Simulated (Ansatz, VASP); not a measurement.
One calculation of Al2Ru, two programs

```
Al Ru
1.0
     0.00000    3.96728    4.36153
     2.13530    0.00000    4.36153
     2.13530    3.96728    0.00000
Al Ru
4 2
Direct
  0.07890 0.42110 0.07890
  0.42110 0.07890 0.42110
  0.17110 0.82890 0.17110
  0.82890 0.17110 0.82890
  0.75000 0.75000 0.75000
  0.50000 0.50000 0.50000
```

Change from the starting cell: volume 12.316 Å^3 an atom, stretch along a over the lengths across it, relative to the relaxed cell 0.9135.

Alike in both runs: task single point; functional LDA; k mesh 10 × 10 × 10; occupations gaussian, width 0.03 eV; no spin polarisation.

|  | VASP | Ansatz |
| --- | --- | --- |
| version | VASP 6.6.1 | Ansatz 0.2.0 |
| potentials or method | VASP PAW LDA potentials, release 64 (Al, Ru_pv), cutoff 520 eV | scalar-relativistic, plane waves, PAW |
| valence electrons in the cell | 40 | 44 |

Ansatz gave:

| Item | Value |
| --- | --- |
| gap on the k mesh at the Fermi level (eV) | none |
| pressure (GPa) | 20.9 |
| traceless stress, the component that is largest in VASP (GPa) | 21.97 |
| rms of the force components (eV/Å) | 0.222 |

Question: Estimate VASP's values.

Answer: gap on the k mesh at the Fermi level (eV): none; pressure (GPa): 21.6; traceless stress, the component that is largest in VASP (GPa): 22.05; rms of the force components (eV/Å): 0.223.

Ansatz warns that its potentials were made for another functional, while VASP's fit it. LDA's correlation is that of Perdew and Zunger in VASP and of Perdew and Wang (1992) in Ansatz. Atom by atom the forces differ by 0.001 eV/Å (rms over components). A gap of «none» marks a metal or a gap that the smearing closes. VASP's potentials hold 40 valence electrons a cell and Ansatz's 44, so a difference there can come from the potentials and not from the codes.
